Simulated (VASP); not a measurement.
Set up this calculation in VASP 6.6.1, as the native input.

| Property | Result |
| --- | --- |
| Task | single point |
| Functional | r2SCAN |
| Potentials or basis | VASP PAW PBE potentials, release 64 (Al, P) |
| Cutoff | 550 eV |
| k mesh | 6 × 6 × 6 |
| Occupations | gaussian, width 0.01 eV |
| Spin | no spin polarisation |
| Dipole correction | no |
| Further INCAR settings | ALGO = Normal; EDIFF = 1e-06; NBANDS = 11 |

The system is AlP.

```xyz
2
Lattice="0.0000 2.7393 2.7393 2.7393 0.0000 2.7393 2.7393 2.7393 0.0000" Properties=species:S:1:pos:R:3 pbc="T T T"
Al    0.0000    0.0000    0.0000
P     1.3696    1.3696    1.3696
```

These files were run (other wordings do the same):

POSCAR

```
AlP
1.0
    0.0000000000      2.7392607939      2.7392607939
    2.7392607939      0.0000000000      2.7392607939
    2.7392607939      2.7392607939      0.0000000000
Al P
1 1
Direct
    0.0000000000      0.0000000000      0.0000000000
    0.2500000000      0.2500000000      0.2500000000
```

INCAR.step1

```
SYSTEM = AlP
  PREC = Accurate
  ENCUT = 550
  ISMEAR = 0
  SIGMA = 0.01
  LREAL = .FALSE.
  LASPH = .TRUE.
  NELM = 120
  NBANDS = 11
  GGA = PE
  ALGO = Normal
  EDIFF = 1E-5
  LWAVE = .TRUE.
  LCHARG = .FALSE.
  GGA_COMPAT = .FALSE.
```

INCAR.step2

```
SYSTEM = AlP
  PREC = Accurate
  ENCUT = 550
  EDIFF = 1E-6
  ISMEAR = 0
  SIGMA = 0.01
  LREAL = .FALSE.
  LASPH = .TRUE.
  NELM = 120
  ALGO = Normal
  ISIF = 2
  LWAVE = .FALSE.
  LCHARG = .FALSE.
  METAGGA = R2SCAN
  LMIXTAU = .TRUE.
  NBANDS = 11
  ISTART = 1
  GGA_COMPAT = .FALSE.
```

KPOINTS

```
Automatic mesh
0
G
  6 6 6
  0 0 0
```

Potentials or basis: VASP PAW PBE potentials, release 64 (Al, P).

Run with:

```console
$ cat potpaw_PBE.64/Al/POTCAR potpaw_PBE.64/P/POTCAR > POTCAR
$ cp INCAR.step1 INCAR
$ mpirun -np 1 vasp_std > vasp.out
$ cp INCAR.step2 INCAR
$ mpirun -np 1 vasp_std > vasp.out
```

Results of the run:

The pressure is -0.3 GPa and the band gap on the k mesh is 1.93 eV (least direct gap 3.91 eV).

Caveat: the PAW data sets were made with another functional, which shifts forces and pressure a little.

Wall time 68 s on 1 thread of AMD EPYC 7R43 64-Core Processor (Zen 3), on a shared host, peak memory 0.12 GiB.
